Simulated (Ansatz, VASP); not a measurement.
# SnO in VASP and in Ansatz

File INCAR:

```
SYSTEM = SnO
ALGO     = Normal         ! electronic algorithm
EDIFF    = 1E-7           ! SCF threshold, eV
ENCUT    = 520            ! plane-wave cutoff, eV
GGA      = PS             ! functional
ISIF     = 2              ! what is computed and relaxed
ISMEAR   = 0              ! smearing method
LASPH    = .TRUE.         ! aspherical terms in the spheres
LCHARG   = .FALSE.        ! write CHGCAR
LREAL    = .FALSE.        ! projectors in reciprocal space
LWAVE    = .FALSE.        ! write WAVECAR
NBANDS   = 28             ! bands
NELM     = 60             ! most SCF steps
PREC     = Accurate       ! precision mode
SIGMA    = 0.15           ! smearing width, eV
```

Contents of KPOINTS:

```
k-points
0
G
  12 12 10
  0 0 0
```

Contents of POSCAR:

```
SnO
1.0
    3.9195382016      0.0000000000      0.0000000000
    0.0000000000      3.9195382016      0.0000000000
    0.0000000000      0.0000000000      4.8957807369
Sn O
2 2
Direct
    0.0000000000      0.5000000000      0.2423986461
    0.5000000000      0.0000000000      0.7576013539
    0.0000000000      0.0000000000      0.0000000000
    0.5000000000      0.5000000000      0.0000000000
```

Input for Ansatz:

```yaml
crystal:
  lattice:
    - [3.9195382016, 0.0, 0.0]
    - [0.0, 3.9195382016, 0.0]
    - [0.0, 0.0, 4.8957807369]
  atoms:
    - { symbol: Sn, position: [0.0, 0.5, 0.2423986461] }
    - { symbol: Sn, position: [0.5, 0.0, 0.7576013539] }
    - { symbol: O, position: [0.0, 0.0, 0.0] }
    - { symbol: O, position: [0.5, 0.5, 0.0] }
basis:
  ecutwfc: 420
kpoints:
  mp_grid: { grid: [12, 12, 10] }
hamiltonian:
  xc: pbesol
scf:
  occupations: { method: gaussian, width: 0.15 }
output:
  forces: true
  stress: true
  eigenvalues: true
```

Change from the starting cell: strain +0.030 along x and y, +0.030 along z, atoms carried along.

Alike in both runs: task single point; functional PBEsol; k mesh 12 × 12 × 10; occupations gaussian, width 0.15 eV; no spin polarisation.

|  | VASP | Ansatz |
| --- | --- | --- |
| version | VASP 6.6.1 | Ansatz 0.2.0 |
| potentials or method | VASP PAW PBE potentials, release 64 (Sn_d, O), cutoff 520 eV | scalar-relativistic, plane waves, PAW |
| valence electrons in the cell | 40 | 40 |

VASP gave:

```
gap on the k mesh at the Fermi level (eV)                     : 0.22
least direct gap on the mesh (eV)                             : 1.92
pressure (GPa)                                                : -7.0
traceless stress, the component that is largest in VASP (GPa) : 1.03
rms of the force components (eV/Å)                            : 0.406
```

Question: Which values does Ansatz return?

Answer: gap on the k mesh at the Fermi level (eV): 0.21; least direct gap on the mesh (eV): 1.93; pressure (GPa): -7.1; traceless stress, the component that is largest in VASP (GPa): 1.00; rms of the force components (eV/Å): 0.433.

VASP's potentials were made for PBE, not for PBEsol. Atom by atom the forces differ by 0.027 eV/Å (rms over components).
